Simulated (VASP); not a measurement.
Here is a VASP 6.6.1 calculation.

File INCAR:

```
SYSTEM = AsAu
PREC = Accurate
ENCUT = 600
EDIFF = 1E-6
ISMEAR = -1
SIGMA = 0.08
LREAL = .FALSE.
LASPH = .TRUE.
NELM = 100
ALGO = Normal
ISIF = 3
LWAVE = .FALSE.
LCHARG = .FALSE.
GGA = PE
IBRION = 2
NSW = 100
EDIFFG = -0.005
```

File KPOINTS:

```
regular mesh
0
G
  11 11 11
  0 0 0
```

The input POSCAR:

```
AsAu
1.0
    0.0000000000      3.0224401212      3.0224401212
    3.0224401212      0.0000000000      3.0224401212
    3.0224401212      3.0224401212      0.0000000000
Au As
1 1
Direct
    0.0000000000      0.0000000000      0.0000000000
    0.2500000000      0.2500000000      0.2500000000
```

Potentials or basis: VASP PAW PBE potentials, release 64 (Au, As).

The run is started by

```sh
$ cat potpaw_PBE.64/Au/POTCAR potpaw_PBE.64/As/POTCAR > POTCAR
$ mpirun -np 1 vasp_std > vasp.out
```

(1) What does it give for the space group after relaxing (to 0.1 Å)?

(2) Predict the band gap on the k mesh.

(3) What does it give for the relaxed cell?

Results:

(1) F-43m (No. 216).

(2) zero (bands 8 and 9 overlap by 3.61 eV).

(3) a = 4.129 Å, b = 4.129 Å, c = 4.129 Å, α = 60.00°, β = 60.00°, γ = 60.00°.

Caveat: spin-orbit coupling is left out, which moves the levels of the heavy elements.
